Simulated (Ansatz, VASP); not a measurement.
**Ta2Ru: VASP beside Ansatz**

```xyz
3
Lattice="0.0000 3.0803 3.0803 3.0803 0.0000 3.0803 3.0803 3.0803 0.0000" Properties=species:S:1:pos:R:3 pbc="T T T"
Ta    4.6205    4.6205    4.6205
Ta    1.5402    1.5402    1.5402
Ru    0.0000    0.0000    0.0000
```

Alike in both runs: task relaxation of cell and atoms; functional PBE; k mesh 14 × 14 × 14; occupations gaussian, width 0.1 eV; no spin polarisation.

```csv
,VASP,Ansatz
version,VASP 6.6.1,Ansatz 0.2.0
potentials or method,"VASP PAW PBE potentials, release 64 (Ta_pv, Ru_pv), cutoff 600 eV","scalar-relativistic, plane waves, PAW"
valence electrons in the cell,36,42
```

|  | VASP | Ansatz | Ansatz less VASP |
| --- | --- | --- | --- |
| gap on the k mesh at the Fermi level, each at its own relaxed structure (eV) | none | none | - |
| relaxed volume (Å³/atom) | 19.52 | 19.52 | -0.001 |
| relaxed length of the cell vector where the two differ most in proportion (Å) | 4.359 | 4.359 | -0.0001 |

A gap of «none» marks a metal or a gap that the smearing closes. VASP's potentials hold 36 valence electrons a cell and Ansatz's 42, so a difference there can come from the potentials and not from the codes.

Neither program's run includes spin-orbit coupling.
